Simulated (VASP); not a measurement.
# GaAs2 (I4_122) in VASP: single point with PBE

Aim: the single point of GaAs2 with PBE.

Everything below comes from runs of VASP 6.6.1. Logs are shortened: lines on timing, memory, paths and dates and some standing lists are left out, and cuts for length are marked.

## 1. The cell of the first run

Symmetry: I4_122, No. 98, tetragonal system. Conventional cell: a = 7.812 Å, b = 7.812 Å, c = 4.816 Å, α = 90.00°, β = 90.00°, γ = 90.00°. Ga (site symmetry 222) has 8 As at 2.69 to 3.61 Å within 3.7 Å. Within 3.3 Å of As (site symmetry 2) lie 2 As at 2.50 Å and 2 Ga at 2.69 Å.

## 2. Single point, PBE

Input file POSCAR:

```
GaAs2
1.0
   -3.9057960100      3.9057960100      2.4081989167
    3.9057960100     -3.9057960100      2.4081989167
    3.9057960100      3.9057960100     -2.4081989167
Ga As
2 4
Direct
    0.0000000000      0.0000000000      0.0000000000
    0.7500000000      0.2500000000      0.5000000000
    0.3750000000      0.5730657478      0.6980657478
    0.3230657478      0.1250000000      0.6980657478
    0.8750000000      0.6769342522      0.3019342522
    0.4269342522      0.6250000000      0.3019342522
```

Input file INCAR.step1:

```
PREC = Accurate
ENCUT = 520
EDIFF = 1E-6
ISMEAR = 0
SIGMA = 0.1
LREAL = False
LASPH = True
NELM = 80
ALGO = Normal
ISIF = 2
LWAVE = False
LCHARG = True
GGA = PE
NBANDS = 32
```

Input file KPOINTS.step1:

```
regular mesh
0
Gamma
  8 8 8
```

Input file INCAR.step2:

```
PREC = Accurate
ENCUT = 520
EDIFF = 1E-6
ISMEAR = -5
SIGMA = 0.1
LREAL = False
LASPH = True
NELM = 80
ALGO = Normal
ISIF = 2
LWAVE = False
LCHARG = False
GGA = PE
LORBIT = 11
NBANDS = 32
NEDOS = 2001
ICHARG = 11
```

Input file KPOINTS.step2:

```
regular mesh
0
Gamma
  12 12 12
```

Potentials or basis: VASP PAW PBE potentials, release 64 (Ga_d, As).

The run is started by

```
> cat potpaw_PBE.64/Ga_d/POTCAR potpaw_PBE.64/As/POTCAR > POTCAR
> cp INCAR.step1 INCAR
> cp KPOINTS.step1 KPOINTS
> mpirun -np 1 vasp_std > vasp.out
> cp INCAR.step2 INCAR
> cp KPOINTS.step2 KPOINTS
> mpirun -np 1 vasp_std > vasp.out
```

OUTCAR:

```text
PREC = Accurate
   ENCUT = 520
   EDIFF = 1E-6
   ISMEAR = -5
   LREAL = False
   LASPH = True
   NELM = 80
   ISIF = 2
   GGA = PE
   LORBIT = 11
   ICHARG = 11

 ion  position               nearest neighbor table
   1  0.000  0.000  0.000-   4 2.69   5 2.69   6 2.69   3 2.69
   2  0.750  0.250  0.500-   3 2.69   4 2.69   5 2.69   6 2.69
   3  0.375  0.573  0.698-   4 2.50   6 2.50   2 2.69   1 2.69
   4  0.323  0.125  0.698-   3 2.50   5 2.50   1 2.69   2 2.69
   5  0.875  0.677  0.302-   4 2.50   6 2.50   1 2.69   2 2.69
   6  0.427  0.625  0.302-   3 2.50   5 2.50   2 2.69   1 2.69

  LATTYP: Found a body centered tetragonal cell.
 ALAT       =     7.8115920200
 C/A-ratio  =     0.6165705814

  Lattice vectors:

 A1 = (  -3.9057960100,   3.9057960100,   2.4081989167)
 A2 = (   3.9057960100,  -3.9057960100,   2.4081989167)
 A3 = (   3.9057960100,   3.9057960100,  -2.4081989167)

Analysis of symmetry for initial positions (statically):
=====================================================================
 Subroutine PRICEL returns:
 Original cell was already a primitive cell.

 Routine SETGRP: Setting up the symmetry group for a
 body centered tetragonal supercell.

 Subroutine GETGRP returns: Found  8 space group operations
 (whereof  4 operations were pure point group operations)
 out of a pool of 16 trial point group operations.

The static configuration has the point symmetry D_2 .
 The point group associated with its full space group is D_4 .

Analysis of symmetry for dynamics (positions and initial velocities):
=====================================================================
 Subroutine PRICEL returns:
 Original cell was already a primitive cell.

 Routine SETGRP: Setting up the symmetry group for a
 body centered tetragonal supercell.

 Subroutine GETGRP returns: Found  8 space group operations
 (whereof  4 operations were pure point group operations)
 out of a pool of 16 trial point group operations.

The dynamic configuration has the point symmetry D_2 .
 The point group associated with its full space group is D_4 .

 Subroutine INISYM returns: Found  8 space group operations
 (whereof  4 operations are pure point group operations),
 and found     1 'primitive' translations

----------------------------------------------------------------------------------------

                                     Primitive cell

  volume of cell :     146.9506

  direct lattice vectors                    reciprocal lattice vectors
    -3.905796010  3.905796010  2.408198917     0.000000000  0.128014878  0.207624045
     3.905796010 -3.905796010  2.408198917     0.128014878  0.000000000  0.207624045
     3.905796010  3.905796010 -2.408198917     0.128014878  0.128014878  0.000000000

  length of vectors
     6.025770238  6.025770238  6.025770238     0.243917103  0.243917103  0.181040377

  position of ions in fractional coordinates (direct lattice)
     0.000000000  0.000000000  0.000000000
     0.750000000  0.250000000  0.500000000
     0.375000000  0.573065748  0.698065748
     0.323065748  0.125000000  0.698065748
     0.875000000  0.676934252  0.301934252
     0.426934252  0.625000000  0.301934252

  ion indices of the primitive-cell ions
   primitive index   ion index
                 1           1
                 2           2
                 3           3
                 4           4
                 5           5
                 6           6

----------------------------------------------------------------------------------------

 KPOINTS: regular mesh

Automatic generation of k-mesh.
 Grid dimensions read from file:
 generate k-points for:   12   12   12

 Generating k-lattice:

  Cartesian coordinates                     Fractional coordinates (reciprocal lattice)
     0.000000000  0.010667907  0.017302004     0.083333333  0.000000000 -0.000000000
     0.010667907  0.000000000  0.017302004     0.000000000  0.083333333 -0.000000000
     0.010667907  0.010667907  0.000000000     0.000000000  0.000000000  0.083333333

  Length of vectors
     0.020326425  0.020326425  0.015086698

  Shift w.r.t. Gamma in fractional coordinates (k-lattice)
     0.000000000  0.000000000  0.000000000

 TETIRR: Found   4117 inequivalent tetrahedra from    10368

 Subroutine IBZKPT returns following result:
 ===========================================

 Found    163 irreducible k-points:

 Following reciprocal coordinates:
            Coordinates               Weight
  0.000000  0.000000  0.000000      1.000000
  0.083333  0.000000  0.000000      8.000000
  0.166667  0.000000  0.000000      8.000000
  0.250000  0.000000  0.000000      8.000000
  0.333333  0.000000  0.000000      8.000000
  0.416667  0.000000 -0.000000      8.000000
[... 16 lines left out ...]
  0.500000  0.166667  0.000000     16.000000
 -0.416667  0.166667  0.000000     16.000000
 [... further k-points ...]
   k-points           NKPTS =    163   k-points in BZ     NKDIM =    163   number of bands    NBANDS=     32
   number of dos      NEDOS =   2001   number of ions     NIONS =      6
   total plane-waves  NPLWV = 110592
   dimension x,y,z NGX =    48 NGY =   48 NGZ =   48
   dimension x,y,z NGXF=    96 NGYF=   96 NGZF=   96
   ions per type =               2   4
   NGX,Y,Z   is equivalent  to a cutoff of  13.24, 13.24, 13.24 a.u.
   NGXF,Y,Z  is equivalent  to a cutoff of  26.49, 26.49, 26.49 a.u.
 SYSTEM =  unknown system
   PREC   = accura    normal or accurate (medium, high low for compatibility)
   ISTART =      0    job   : 0-new  1-cont  2-samecut
   ICHARG =     11    charge: 1-file 2-atom 10-const
   ISPIN  =      1    spin polarized calculation?
   LNONCOLLINEAR =      F non collinear calculations
   LSORBIT =      F    spin-orbit coupling
   LASPH  =      T    aspherical Exc in radial PAW
   ENCUT  =  520.0 eV  38.22 Ry    6.18 a.u.  11.20 11.20 11.20*2*pi/ulx,y,z
   NELM   =     80;   NELMIN=  2; NELMDL=  0     # of ELM steps
   EDIFF  = 0.1E-05   stopping-criterion for ELM
   LREAL  =      F    real-space projection
   EDIFFG = 0.1E-04   stopping-criterion for IOM
   NSW    =      0    number of steps for IOM
   IBRION =     -1    ionic relax: 0-MD 1-quasi-New 2-CG
   NFREE  =      0    steps in history (QN), initial steepest desc. (CG)
   ISIF   =      2    stress and relaxation
   ISYM   =      2    0-nonsym 1-usesym 2-fastsym
   POTIM  = 0.5000    time-step for ionic-motion
   TEBEG  =    0.0;   TEEND  =   0.0 temperature during run
   PSTRESS=    0.0 pullay stress
   NELECT =      46.0000    total number of electrons
   NUPDOWN=      -1.0000    fix difference up-down
   EMIN   =  10.00;   EMAX   =-10.00  energy-range for DOS
   EFERMI =   0.00;   METHOD = LEGACY
   ISMEAR =    -5;   SIGMA  =   0.10  broadening in eV -4-tet -1-fermi 0-gaus
   EFERMI_NEDOS =   21; number of points for ismear=-14 and -15
   IALGO  =     38    algorithm
   IMIX   =      4    mixing-type and parameters
     AMIX     =   0.40;   BMIX     =  1.00
     AMIX_MAG =   1.60;   BMIX_MAG =  1.00
  volume/ion in A,a.u.               =      24.49       165.28
  Fermi-wavevector in a.u.,A,eV,Ry     =   1.111570  2.100563 16.811204  1.235589
  Thomas-Fermi vector in A             =   2.248135
   LORBIT       =     11    0 simple, 1 ext, 2 COOP (PROOUT), +10 PAW based schemes
   GGA     = PE    functional components
   LHFCALC =     F    Hartree Fock is set to
   AEXX    =    0.0000 exact exchange contribution
   IVDW    =     0    specifies the selected vdW correction
   LEPSILON=     F    determine dielectric tensor
   LRPA    =     F    only Hartree local field effects (RPA)
 non-spin polarized calculation
 Fermi weights with tetrahedron method with Bloechl corrections
  energy-cutoff  :      520.00
  volume of cell :      146.95
 maximum number of plane-waves:      3980
 NGX is ok and might be reduce to    48

 number of electron      46.0000002 magnetization

 Free energy of the ion-electron system (eV)
  ---------------------------------------------------
  ext. energy  EPLUGINS =         0.00000000
  ---------------------------------------------------
  free energy    TOTEN  =       -24.61561682 eV

  energy without entropy =      -24.61561682  energy(sigma->0) =      -24.61561682

 E-fermi :   4.1110     XC(G=0):  -9.3231

 val. band max:        4.3175870200   @ k =   0.2500   0.2500   0.2500
 cond. band min:       3.9794553285   @ k =   0.4167   0.4167   0.0833
 fundamental gap:     -0.3381316915
 Fermi energy:         4.1110368394

 k-point     1 :       0.0000    0.0000    0.0000
  band No.  band energies     occupation
      1     -11.0145      2.00000
      2     -10.9941      2.00000
      3     -10.9941      2.00000
      4     -10.9883      2.00000
      5     -10.9833      2.00000
      6     -10.9833      2.00000
[... 24 lines left out ...]
     31       8.4564      0.00000
     32       8.5797      0.00000

 k-point     2 :       0.0833    0.0000    0.0000
  band No.  band energies     occupation
      1     -11.0125      2.00000
      2     -11.0003      2.00000
      3     -10.9926      2.00000
      4     -10.9877      2.00000
      5     -10.9834      2.00000
      6     -10.9816      2.00000
[... 24 lines left out ...]
     31       8.2501      0.00000
     32       8.7454      0.00000

 k-point     3 :       0.1667    0.0000    0.0000
  band No.  band energies     occupation
      1     -11.0102      2.00000
      2     -11.0074      2.00000
      3     -10.9938      2.00000
      4     -10.9860      2.00000
      5     -10.9832      2.00000
      6     -10.9803      2.00000
[... 24 lines left out ...]
     31       8.1641      0.00000
     32       8.5714      0.00000

 k-point     4 :       0.2500    0.0000    0.0000
  band No.  band energies     occupation
      1     -11.0196      2.00000
      2     -11.0047      2.00000
      3     -10.9946      2.00000
      4     -10.9839      2.00000
      5     -10.9828      2.00000
      6     -10.9803      2.00000
[... 24 lines left out ...]
     31       8.2569      0.00000
     32       8.6115      0.00000

 k-point     5 :       0.3333    0.0000    0.0000
  band No.  band energies     occupation
      1     -11.0279      2.00000
      2     -11.0056      2.00000
      3     -10.9948      2.00000
      4     -10.9829      2.00000
      5     -10.9815      2.00000
      6     -10.9798      2.00000
[... 584 lines left out ...]
     31       8.7519      0.00000
     32       9.2838      0.00000

 k-point    22 :       0.4167    0.1667   -0.0000
  band No.  band energies     occupation
      1     -11.0325      2.00000
      2     -11.0093      2.00000
      3     -10.9957      2.00000
      4     -10.9849      2.00000
      5     -10.9795      2.00000
      6     -10.9775      2.00000
[... 24 lines left out ...]
     31       8.5272      0.00000
     32       9.4422      0.00000

 k-point    23 :       0.5000    0.1667    0.0000
  band No.  band energies     occupation
      1     -11.0263      2.00000
      2     -11.0087      2.00000
      3     -10.9948      2.00000
      4     -10.9847      2.00000
      5     -10.9806      2.00000
      6     -10.9786      2.00000
[... 24 lines left out ...]
     31       8.3431      0.00000
     32       9.6842      0.00000

 k-point    24 :      -0.4167    0.1667    0.0000
  band No.  band energies     occupation
      1     -11.0185      2.00000
      2     -11.0073      2.00000
      3     -10.9934      2.00000
      4     -10.9846      2.00000
      5     -10.9815      2.00000
      6     -10.9802      2.00000
[... 24 lines left out ...]
     31       8.3567      0.00000
     32       9.1914      0.00000

 [... further k-points ...]
[... 5 lines left out ...]
  --------------------------------------------------------------------------------------
  -------------------------------------------------------------------------------------
  Total        0.3742664      0.3742664     -0.0060538     -0.0000000      0.0000000      0.0000000
  in kB        4.0805614      4.0805614     -0.0660040     -0.0000000      0.0000000      0.0000000
  external PRESSURE =       2.6983729 kB  Pullay stress =       0.0000000 kB

 VOLUME and BASIS-vectors are now :
 -----------------------------------------------------------------------------
  energy-cutoff  :      520.00
  volume of cell :      146.95
      direct lattice vectors                 reciprocal lattice vectors
    -3.905796010  3.905796010  2.408198917     0.000000000  0.128014878  0.207624045
     3.905796010 -3.905796010  2.408198917     0.128014878  0.000000000  0.207624045
     3.905796010  3.905796010 -2.408198917     0.128014878  0.128014878  0.000000000

 POSITION                                       TOTAL-FORCE (eV/Angst)
 -----------------------------------------------------------------------------------
      0.00000      0.00000      0.00000        -0.000000      0.000000      0.000000
     -0.00000      3.90580      1.20410        -0.000000      0.000000     -0.000000
      3.50011      1.95290      0.60205         0.029156     -0.000000      0.000000
      1.95290      3.50011     -0.60205        -0.000000      0.029156      0.000000
      0.40569      1.95290      3.01025        -0.029156      0.000000      0.000000
      1.95290      0.40569      1.80615        -0.000000     -0.029156      0.000000
 -----------------------------------------------------------------------------------
    total drift:                                0.000001     -0.000001     -0.000000

  FREE ENERGIE OF THE ION-ELECTRON SYSTEM (eV)
  ---------------------------------------------------
  free  energy   TOTEN  =       -24.6156168166 eV

  energy  without entropy=      -24.6156168166  energy(sigma->0) =      -24.61561682

 total charge

# of ion       s       p       d       tot
------------------------------------------
    1        1.049   0.510   9.953  11.511
    2        1.049   0.510   9.953  11.511
    3        1.282   1.389   0.041   2.712
    4        1.282   1.389   0.041   2.712
    5        1.282   1.389   0.041   2.712
    6        1.282   1.389   0.041   2.712
--------------------------------------------------
tot          7.225   6.576  20.070  33.870
```

Wall time 19 min (1 thread of Intel Xeon 8259CL, shared host); peak memory 0.76 GiB.

What came out:

```
Valence electrons inside the program's atomic spheres : Ga 11.51; As 2.71
```

Caveat: tetrahedron occupations give inexact forces and stress in metals.
